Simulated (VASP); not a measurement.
The system is MgO.

```xyz
2
Lattice="2.6233 0.0000 0.0000 0.0000 2.6233 0.0000 0.0000 0.0000 2.6233" Properties=species:S:1:pos:R:3 pbc="T T T"
Mg    0.0000    0.0000    0.0000
O     1.3117    1.3117    1.3117
```

Program: VASP 6.6.1. Alike in all runs: task single point; no spin polarisation; cell as given; k mesh 10 × 10 × 10; cutoff (eV) 520.

Problem. Order these runs on this cell by their pressure, lowest first.
A. level LDA; potentials or basis VASP PAW LDA potentials, release 64 (Mg, O); smearing gaussian 0.01 eV
B. level PBE; potentials or basis VASP PAW PBE potentials, release 64 (Mg, O); smearing fermi-dirac 0.02 eV
C. level r2SCAN; potentials or basis VASP PAW PBE potentials, release 64 (Mg, O); smearing gaussian 0.01 eV

Solution. A (-6.8 GPa), C (-1.2 GPa), B (5.5 GPa).

Caveats: the PAW data sets were made with another functional, which shifts forces and pressure a little (some runs).
